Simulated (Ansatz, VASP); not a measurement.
One calculation of LiTi2P3, two programs

```xyz
6
Lattice="3.5121 0.0000 0.0000 -1.7561 3.0416 0.0000 0.0000 0.0000 9.1693" Properties=species:S:1:pos:R:3 pbc="T T T"
Li    0.0000    0.0000    0.0000
Ti    0.0000    2.0277    3.1008
Ti    1.7561    1.0139    6.0685
P     0.0000    2.0277    7.4740
P     1.7561    1.0139    1.6953
P     0.0000    0.0000    4.5847
```

Alike in both runs: functional PBE; k mesh 6 × 6 × 2; occupations gaussian, width 0.1 eV; no spin polarisation.

Ansatz relaxed the structure, and its values are those at the end. VASP's run is a single point on that final structure, the one shown.

|  | VASP | Ansatz |
| --- | --- | --- |
| version | VASP 6.6.1 | Ansatz 0.2.0 |
| potentials or method | VASP PAW PBE potentials, release 64 (Li_sv, Ti_sv, P), cutoff 520 eV | scalar-relativistic, plane waves, PAW |
| valence electrons in the cell | 42 | 42 |

|  | VASP | Ansatz | Ansatz less VASP |
| --- | --- | --- | --- |
| gap on the k mesh at the Fermi level (eV) | none | none | - |
| rms of the force components (eV/Å) | 0.005 | 0.004 | -0.0009 |

A gap of «none» marks a metal or a gap that the smearing closes.

Noted on VASP's run: the cutoff is under 1.25 times that of the potentials, so the pressure is a little rough.
